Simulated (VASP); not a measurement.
# MoS2 (P-6m2) in VASP: notebook

MoS2 is run at these levels: PBE+D3(BJ); tasks: single point, relaxation of cell and atoms.

Program: VASP 6.6.1. These are calculated values, not measurements. Logs are shortened: lines on timing, memory, paths and dates and some standing lists are left out, and cuts for length are marked.

## (1) The cell of the first run

Symmetry: P-6m2, No. 187, hexagonal system. Conventional cell: a = 2.948 Å, b = 2.948 Å, c = 5.898 Å, α = 90.00°, β = 90.00°, γ = 120.00°. Within 3.1 Å of Mo (site symmetry -6m2) lie 6 S at 2.32 Å and 6 Mo at 2.95 Å. Within 3.2 Å of S (site symmetry 3m) lie 3 Mo at 2.32 Å and 8 S at 2.73 to 3.17 Å.

## (2) Single point, PBE+D3(BJ)

The input, INCAR:

```
SYSTEM = MoS2
ALGO     = Normal         ! electronic algorithm
EDIFF    = 1E-6           ! SCF threshold, eV
ENCUT    = 520            ! plane-wave cutoff, eV
GGA      = PE             ! functional
ISIF     = 2              ! what is computed and relaxed
ISMEAR   = 0              ! smearing method
IVDW     = 12             ! dispersion correction
LASPH    = .True.         ! aspherical terms in the spheres
LCHARG   = .True.         ! write CHGCAR
LELF     = .True.         ! ELF
LREAL    = .False.        ! projectors in reciprocal space
LVHAR    = .True.       
LWAVE    = .False.        ! write WAVECAR
NBANDS   = 20             ! bands
NELM     = 100            ! most SCF steps
PREC     = Accurate       ! precision mode
SIGMA    = 0.02           ! smearing width, eV
```

The input, KPOINTS:

```
k-points
0
Gamma
  12 12 6
  0 0 0
```

The input, POSCAR:

```
MoS2
1.0
    2.9476106781      0.0000000000      0.0000000000
   -1.4738053390      2.5527057277      0.0000000000
    0.0000000000      0.0000000000      5.8975018044
Mo S
1 2
Direct
    0.0000000000      0.0000000000      0.0000000000
    0.3333333333      0.6666666667      0.2684925038
    0.3333333333      0.6666666667      0.7315074962
```

Potentials or basis: VASP PAW PBE potentials, release 64 (Mo_sv, S).

On the command line:

```console
$ cat potpaw_PBE.64/Mo_sv/POTCAR potpaw_PBE.64/S/POTCAR > POTCAR
$ mpirun -np 1 vasp_std > vasp.out
```

OUTCAR:

```text
SYSTEM = MoS2
   EDIFF = 1E-6
   ENCUT = 520
   GGA = PE
   ISIF = 2
   ISMEAR = 0
   IVDW = 12
   LASPH = .True.
   LREAL = .False.
   NELM = 100
   PREC = Accurate
 IVDW          = 12

 ion  position               nearest neighbor table
   1  0.000  0.000  0.000-   2 2.32   3 2.32   2 2.32   3 2.32   2 2.32   3 2.32
   2  0.333  0.667  0.268-   1 2.32   1 2.32   1 2.32   3 2.73
   3  0.333  0.667  0.732-   1 2.32   1 2.32   1 2.32   2 2.73

  LATTYP: Found a hexagonal cell.
 ALAT       =     2.9476106781
 C/A-ratio  =     2.0007736599

  Lattice vectors:

 A1 = (   2.9476106781,   0.0000000000,   0.0000000000)
 A2 = (  -1.4738053390,   2.5527057277,   0.0000000000)
 A3 = (   0.0000000000,   0.0000000000,   5.8975018044)

Analysis of symmetry for initial positions (statically):
=====================================================================
 Subroutine PRICEL returns:
 Original cell was already a primitive cell.

 Routine SETGRP: Setting up the symmetry group for a
 hexagonal supercell.

 Subroutine GETGRP returns: Found 12 space group operations
 (whereof 12 operations were pure point group operations)
 out of a pool of 24 trial point group operations.

The static configuration has the point symmetry D_3h.

Analysis of symmetry for dynamics (positions and initial velocities):
=====================================================================
 Subroutine PRICEL returns:
 Original cell was already a primitive cell.

 Routine SETGRP: Setting up the symmetry group for a
 hexagonal supercell.

 Subroutine GETGRP returns: Found 12 space group operations
 (whereof 12 operations were pure point group operations)
 out of a pool of 24 trial point group operations.

The dynamic configuration has the point symmetry D_3h.

 Subroutine INISYM returns: Found 12 space group operations
 (whereof 12 operations are pure point group operations),
 and found     1 'primitive' translations

----------------------------------------------------------------------------------------

                                     Primitive cell

  volume of cell :      44.3751

  direct lattice vectors                    reciprocal lattice vectors
     2.947610678  0.000000000  0.000000000     0.339257829  0.195870599  0.000000000
    -1.473805339  2.552705728  0.000000000     0.000000000  0.391741198  0.000000000
     0.000000000  0.000000000  5.897501804     0.000000000  0.000000000  0.169563322

  length of vectors
     2.947610678  2.947610678  5.897501804     0.391741198  0.391741198  0.169563322

  position of ions in fractional coordinates (direct lattice)
     0.000000000  0.000000000  0.000000000
     0.333333333  0.666666667  0.268492504
     0.333333333  0.666666667  0.731507496

  ion indices of the primitive-cell ions
   primitive index   ion index
                 1           1
                 2           2
                 3           3

----------------------------------------------------------------------------------------

 KPOINTS: k-points

Automatic generation of k-mesh.
 Grid dimensions read from file:
 generate k-points for:   12   12    6

 Generating k-lattice:

  Cartesian coordinates                     Fractional coordinates (reciprocal lattice)
     0.028271486  0.016322550  0.000000000     0.083333333  0.000000000  0.000000000
     0.000000000  0.032645100  0.000000000     0.000000000  0.083333333  0.000000000
     0.000000000  0.000000000  0.028260554     0.000000000  0.000000000  0.166666667

  Length of vectors
     0.032645100  0.032645100  0.028260554

  Shift w.r.t. Gamma in fractional coordinates (k-lattice)
     0.000000000  0.000000000  0.000000000

 Subroutine IBZKPT returns following result:
 ===========================================

 Found     76 irreducible k-points:

 Following reciprocal coordinates:
            Coordinates               Weight
  0.000000  0.000000  0.000000      1.000000
  0.083333  0.000000  0.000000      6.000000
  0.166667 -0.000000  0.000000      6.000000
  0.250000  0.000000  0.000000      6.000000
  0.333333 -0.000000  0.000000      6.000000
  0.416667  0.000000  0.000000      6.000000
[... 16 lines left out ...]
  0.250000  0.000000  0.166667     12.000000
  0.333333 -0.000000  0.166667     12.000000
 [... further k-points ...]
   k-points           NKPTS =     76   k-points in BZ     NKDIM =     76   number of bands    NBANDS=     20
   number of dos      NEDOS =    301   number of ions     NIONS =      3
   total plane-waves  NPLWV =  27648
   dimension x,y,z NGX =    24 NGY =   24 NGZ =   48
   dimension x,y,z NGXF=    48 NGYF=   48 NGZF=   96
   ions per type =               1   2
   NGX,Y,Z   is equivalent  to a cutoff of  13.54, 13.54, 13.53 a.u.
   NGXF,Y,Z  is equivalent  to a cutoff of  27.07, 27.07, 27.06 a.u.
 SYSTEM =  MoS2
   PREC   = accura    normal or accurate (medium, high low for compatibility)
   ISTART =      0    job   : 0-new  1-cont  2-samecut
[... 79 lines left out ...]
     20      20.7995      0.00000

 k-point     3 :       0.1667   -0.0000    0.0000
  band No.  band energies     occupation
      1     -51.1135      2.00000
      2     -25.4651      2.00000
      3     -25.1141      2.00000
      4     -24.9532      2.00000
      5      -5.4461      2.00000
      6      -3.5830      2.00000
[... 12 lines left out ...]
     19      19.3107      0.00000
     20      20.6466      0.00000

 k-point     4 :       0.2500    0.0000    0.0000
  band No.  band energies     occupation
      1     -51.0881      2.00000
      2     -25.4219      2.00000
      3     -25.3153      2.00000
      4     -24.9987      2.00000
      5      -4.8462      2.00000
      6      -3.3540      2.00000
[... 12 lines left out ...]
     19      19.2360      0.00000
     20      19.4034      0.00000

 k-point     5 :       0.3333   -0.0000    0.0000
  band No.  band energies     occupation
      1     -51.0626      2.00000
      2     -25.5114      2.00000
      3     -25.3783      2.00000
      4     -25.0438      2.00000
      5      -4.1359      2.00000
      6      -3.0973      2.00000
[... 12 lines left out ...]
     19      18.1404      0.00000
     20      18.5932      0.00000

 k-point     6 :       0.4167    0.0000    0.0000
  band No.  band energies     occupation
      1     -51.0439      2.00000
      2     -25.6519      2.00000
      3     -25.3462      2.00000
      4     -25.0765      2.00000
      5      -3.4929      2.00000
      6      -2.8858      2.00000
[... 12 lines left out ...]
     19      17.6663      0.00000
     20      18.3338      0.00000

 k-point     7 :       0.5000    0.0000    0.0000
  band No.  band energies     occupation
      1     -51.0370      2.00000
      2     -25.7027      2.00000
      3     -25.3344      2.00000
      4     -25.0885      2.00000
      5      -3.2134      2.00000
      6      -2.8020      2.00000
[... 12 lines left out ...]
     19      17.7825      0.00000
     20      18.3236      0.00000
[... 277 lines left out ...]
 k-point    20 :       0.0000    0.0000    0.1667
  band No.  band energies     occupation
      1     -51.1387      2.00000
      2     -25.5081      2.00000
      3     -24.9074      2.00000
      4     -24.9074      2.00000
      5      -5.8783      2.00000
      6      -3.9931      2.00000
[... 12 lines left out ...]
     19      19.3573      0.00000
     20      20.6627      0.00000

 k-point    21 :       0.0833    0.0000    0.1667
  band No.  band energies     occupation
      1     -51.1319      2.00000
      2     -25.4967      2.00000
      3     -24.9633      2.00000
      4     -24.9197      2.00000
      5      -5.7425      2.00000
      6      -3.9308      2.00000
[... 12 lines left out ...]
     19      19.4158      0.00000
     20      20.3914      0.00000

 k-point    22 :       0.1667   -0.0000    0.1667
  band No.  band energies     occupation
      1     -51.1135      2.00000
      2     -25.4652      2.00000
      3     -25.1141      2.00000
      4     -24.9532      2.00000
      5      -5.3534      2.00000
      6      -3.7523      2.00000
[... 12 lines left out ...]
     19      19.4009      0.00000
     20      20.0681      0.00000

 k-point    23 :       0.2500    0.0000    0.1667
  band No.  band energies     occupation
      1     -51.0881      2.00000
      2     -25.4220      2.00000
      3     -25.3153      2.00000
      4     -24.9987      2.00000
      5      -4.7661      2.00000
      6      -3.4838      2.00000
[... 12 lines left out ...]
     19      18.6207      0.00000
     20      19.7052      0.00000

 k-point    24 :       0.3333   -0.0000    0.1667
  band No.  band energies     occupation
      1     -51.0626      2.00000
      2     -25.5114      2.00000
      3     -25.3784      2.00000
      4     -25.0438      2.00000
      5      -4.0846      2.00000
      6      -3.1710      2.00000
[... 12 lines left out ...]
     19      17.7630      0.00000
     20      18.7964      0.00000

 [... further k-points ...]

------------------------ aborting loop because EDIFF is reached ----------------------------------------

 Edisp (eV)   -1.54434

 E8    (eV) :    -0.6231

  FORCE on cell =-STRESS in cart. coord.  units (eV):
  Direction    XX          YY          ZZ          XY          YZ          ZX
  --------------------------------------------------------------------------------------
  -------------------------------------------------------------------------------------
  Total       8.26225     8.26225     8.21752     0.00000     0.00000     0.00000
  in kB     298.31141   298.31141   296.69659     0.00000     0.00000     0.00000
  external pressure =      297.77 kB  Pullay stress =        0.00 kB

 VOLUME and BASIS-vectors are now :
 -----------------------------------------------------------------------------
  energy-cutoff  :      520.00
  volume of cell :       44.38
      direct lattice vectors                 reciprocal lattice vectors
     2.947610678  0.000000000  0.000000000     0.339257829  0.195870599  0.000000000
    -1.473805339  2.552705728  0.000000000     0.000000000  0.391741198  0.000000000
     0.000000000  0.000000000  5.897501804     0.000000000  0.000000000  0.169563322

 POSITION                                       TOTAL-FORCE (eV/Angst)
 -----------------------------------------------------------------------------------
      0.00000      0.00000      0.00000         0.000000     -0.000000      0.000000
     -0.00000      1.70180      1.58344        -0.000000      0.000000     -0.032195
     -0.00000      1.70180      4.31407         0.000000     -0.000000      0.032195
 -----------------------------------------------------------------------------------
    total drift:                                0.000000     -0.000000     -0.000000

  FREE ENERGIE OF THE ION-ELECTRON SYSTEM (eV)
  ---------------------------------------------------
  free  energy   TOTEN  =       -22.1339509885 eV

  energy  without entropy=      -22.1339509885  energy(sigma->0) =      -22.13395099
```

Run time: 2.5 min. Hardware: 1 thread of Intel Xeon 8259CL, shared host; peak memory 0.22 GiB.

Results:

```
Free energy                : -22.1340 eV
Pressure                   : 29.8 GPa
Largest force              : 0.032 eV/Å
Band gap on the k mesh     : 0.32 eV (least direct gap 1.04 eV)
Dispersion energy per atom : -0.515 eV
```

Forces on the atoms (eV/Å):
```
Mo   0.000  0.000  0.000
S    0.000  0.000 -0.032
S    0.000  0.000  0.032
```

Caveat: the cell stands under pressure. A k mesh can miss the band edges.

## (3) Single point, PBE+D3(BJ)

The input, INCAR:

```
PREC = Accurate
ENCUT = 520
EDIFF = 1E-6
ISMEAR = 0
SIGMA = 0.02
LREAL = False
LASPH = True
NELM = 80
ALGO = Normal
ISIF = 2
LWAVE = False
LCHARG = False
GGA = PE
IVDW = 12
NBANDS = 20
```

The input, KPOINTS:

```
regular mesh
0
Gamma
  12 12 6
```

POSCAR is that of step 2.

Potentials or basis: VASP PAW PBE potentials, release 64 (Mo_sv, S).

On the command line:

```console
$ cat potpaw_PBE.64/Mo_sv/POTCAR potpaw_PBE.64/S/POTCAR > POTCAR
$ mpirun -np 1 vasp_std > vasp.out
```

It took 2.4 min on 1 thread of Intel Xeon 8259CL, shared host; peak memory 0.22 GiB.

It converged, with:

```
Free energy                : -22.1340 eV
Pressure                   : 29.8 GPa
Largest force              : 0.032 eV/Å
Band gap on the k mesh     : 0.32 eV (least direct gap 1.04 eV)
Dispersion energy per atom : -0.515 eV
```

Forces on the atoms (eV/Å):
```
Mo   0.000  0.000  0.000
S    0.000  0.000 -0.032
S    0.000  0.000  0.032
```

Stress tensor (GPa, compression positive):
```
29.83  0.00  0.00
 0.00 29.83  0.00
 0.00  0.00 29.67
```

Levels at points of the mesh, in eV from the valence-band top:
| k point | band 10 | band 11 | band 12 | band 13 | band 14 | band 15 | band 16 | band 17 |
| --- | --- | --- | --- | --- | --- | --- | --- | --- |
| (0.00, 0.00, 0.00) | -2.47 | -1.84 | -1.84 | -1.16 | 2.55 | 2.55 | 2.83 | 2.83 |
| (0.50, 0.00, 0.00) | -3.96 | -2.36 | -1.91 | -1.51 | 1.91 | 2.44 | 4.21 | 4.51 |
| (0.00, 0.00, 0.50) | -3.21 | -1.94 | -1.94 | 0.00 | 2.44 | 2.44 | 3.09 | 3.09 |
| (0.50, 0.00, 0.50) | -4.75 | -4.10 | -1.08 | -0.60 | 2.51 | 2.56 | 3.03 | 3.61 |

Caveat: the cell stands under pressure. A k mesh can miss the band edges.

## (4) Single point, PBE+D3(BJ)

This run uses another cell than the first one, of 16.11 Å³/atom.

The input, INCAR:

```
  PREC = Accurate
  ENCUT = 520
  EDIFF = 1E-7
  ISMEAR = 0
  SIGMA = 0.02
  LREAL = F
  LASPH = T
  NELM = 60
  ALGO = Normal
  ISIF = 2
  LWAVE = F
  LCHARG = T
  GGA = PE
  IVDW = 12
  LELF = T
  LVHAR = T
  NBANDS = 20
```

KPOINTS is that of step 3.

The input, POSCAR:

```
MoS2
1.0
    3.0309531006      0.0000000000      0.0000000000
   -1.5154765503      2.6248823828      0.0000000000
    0.0000000000      0.0000000000      6.0731975088
Mo S
1 2
Direct
    0.0000000000      0.0000000000      0.0000000000
    0.3333333333      0.6666666667      0.2596050012
    0.3333333333      0.6666666667      0.7403949988
```

On the command line:

```console
$ cat potpaw_PBE.64/Mo_sv/POTCAR potpaw_PBE.64/S/POTCAR > POTCAR
$ mpirun -np 1 vasp_std > vasp.out
```

It took 2.8 min on 1 thread of Intel Xeon 8259CL, shared host; peak memory 0.22 GiB.

It converged, with:

* Free energy: -22.6733 eV
* Pressure: 14.8 GPa
* Largest force: 0.020 eV/Å
* Band gap on the k mesh: 0.62 eV (least direct gap 1.54 eV)
* Dispersion energy per atom: -0.471 eV

Forces on the atoms (eV/Å):
```
Mo   0.000  0.000  0.000
S    0.000  0.000 -0.020
S    0.000  0.000  0.020
```

Stress tensor (GPa, compression positive):
```
14.85  0.00  0.00
 0.00 14.85  0.00
 0.00  0.00 14.75
```

Levels at points of the mesh, in eV from the valence-band top:
| k point | band 11 | band 12 | band 13 | band 14 | band 15 | band 16 |
| --- | --- | --- | --- | --- | --- | --- |
| (0.00, 0.00, 0.00) | -1.94 | -1.91 | -1.25 | 2.48 | 2.48 | 2.59 |
| (0.50, 0.00, 0.00) | -2.00 | -1.94 | -1.53 | 2.09 | 2.13 | 4.06 |
| (0.00, 0.00, 0.50) | -2.01 | -2.01 | 0.00 | 2.33 | 2.33 | 2.84 |
| (0.50, 0.00, 0.50) | -3.98 | -1.25 | -0.79 | 2.18 | 2.75 | 2.77 |

Caveat: the cell stands under pressure. A k mesh can miss the band edges.

## (5) Relaxation of cell and atoms, PBE+D3(BJ), target pressure 8 GPa, at which the enthalpy is minimised

This run uses another cell than the first one, of 16.66 Å³/atom.

The input, INCAR:

```
  PREC = Accurate
  ENCUT = 600
  EDIFF = 1E-7
  ISMEAR = 0
  SIGMA = 0.02
  LREAL = F
  LASPH = T
  NELM = 100
  ALGO = Normal
  ISIF = 3
  LWAVE = F
  LCHARG = F
  GGA = PE
  IVDW = 12
  IBRION = 2
  NSW = 70
  EDIFFG = -0.008
  PSTRESS = 80.0
```

The input, KPOINTS:

```
Automatic mesh
0
Gamma
  12 12 4
```

The input, POSCAR:

```
MoS2
1.0
    3.0403666479      0.0000000000      0.0000000000
   -1.5201833239      2.6330347539      0.0000000000
    0.0000000000      0.0000000000      6.2441698638
Mo S
1 2
Direct
    0.0000000000      0.0000000000      0.0000000000
    0.3333333333      0.6666666667      0.2449665761
    0.3333333333      0.6666666667      0.7550334239
```

On the command line:

```console
$ cat potpaw_PBE.64/Mo_sv/POTCAR potpaw_PBE.64/S/POTCAR > POTCAR
$ mpirun -np 1 vasp_std > vasp.out
```

It took 15 min on 1 thread of Intel Xeon 8259CL, shared host; peak memory 0.23 GiB.

The run converged. Its results:

* Free energy: -22.8652 eV
* Relaxed volume: 17.01 Å³/atom
* Relaxed cell: a = 3.079 Å, b = 3.079 Å, c = 6.215 Å, α = 90.00°, β = 90.00°, γ = 120.00°
* Space group after relaxing (to 0.1 Å): P-6m2 (No. 187)
* Energy change on relaxing (the run minimises the enthalpy): -48.4 meV/atom
* Ionic steps: 13
* Pressure after relaxing: 8.0 GPa
* Band gap on the k mesh: 0.81 eV (least direct gap 1.83 eV)
* Dispersion energy per atom: -0.445 eV

Stress tensor (GPa, compression positive):
```
7.99 0.00 0.00
0.00 7.99 0.00
0.00 0.00 8.07
```

The path:
```csv
step,energy change (eV),largest force (eV/Å),pressure (GPa),volume (Å³)
1,0.0000,1.3817,17.47,49.99
2,0.0218,2.1432,-10.71,57.45
3,-0.1838,0.1102,7.06,52.02
4,-0.1788,0.1671,7.53,51.91
5,-0.1768,0.1883,7.70,51.87
6,-0.1715,0.1712,7.79,51.66
7,-0.1590,0.1389,7.97,51.34
8,-0.1555,0.1303,8.02,51.26
9,-0.1502,0.1371,7.14,51.15
10,-0.1534,0.0202,7.52,51.20
11,-0.1312,0.0297,8.78,50.76
12,-0.1449,0.0004,8.02,51.02
13,-0.1451,0.0007,8.02,51.03
```

Final structure:
```yaml
crystal:
  lattice:
    - [3.07914, 0.00000, 0.00000]
    - [-1.53957, 2.66661, 0.00000]
    - [0.00000, 0.00000, 6.21472]
  atoms:
    - { symbol: Mo, position: [0.00000, 0.00000, 0.00000] }
    - { symbol: S, position: [0.33333, 0.66667, 0.25291] }
    - { symbol: S, position: [0.33333, 0.66667, 0.74709] }
```

Levels at points of the mesh, in eV from the valence-band top:
```csv
k point,band 11,band 12,band 13,band 14,band 15,band 16
"(0.00, 0.00, 0.00)",-1.96,-1.57,-1.31,2.48,2.48,2.48
"(0.50, 0.00, 0.00)",-1.96,-1.77,-1.52,1.99,2.17,3.96
"(0.00, 0.00, 0.50)",-2.01,-2.01,0.00,2.30,2.30,2.74
"(0.50, 0.00, 0.50)",-3.65,-1.32,-0.86,2.03,2.63,2.87
```

Caveat: the cell is relaxed towards a set pressure, so the run minimises the enthalpy, not the energy. A k mesh can miss the band edges.

## (6) The runs side by side

```tsv
task	cell	k mesh	cutoff (eV)	gap on the mesh (eV)	pressure (GPa)	largest force (eV/Å)
single point	a = 2.948, b = 2.948, c = 5.898 Å, angles 90.0, 90.0, 120.0°, 3 atoms, atomic positions A	12 × 12 × 6	520	0.32	29.8	0.03
single point	a = 3.031, b = 3.031, c = 6.073 Å, angles 90.0, 90.0, 120.0°, 3 atoms, atomic positions B	12 × 12 × 6	520	0.62	14.8	0.02
relaxation of cell and atoms	relaxed to 8 GPa from a = 3.040, b = 3.040, c = 6.244 Å, angles 90.0, 90.0, 120.0°, 3 atoms, atomic positions C	12 × 12 × 4	600	0.81	8.0	-
```

Alike in all rows: level PBE+D3(BJ); potentials or basis VASP PAW PBE potentials, release 64 (Mo_sv, S); no spin polarisation; smearing gaussian 0.02 eV.

Caveats: the cell stands under pressure (at least some runs); the cell is relaxed towards a set pressure, so the run minimises the enthalpy, not the energy (at least some runs).

Total energies depend on the potentials used, so only differences within one code and one set of settings carry meaning.
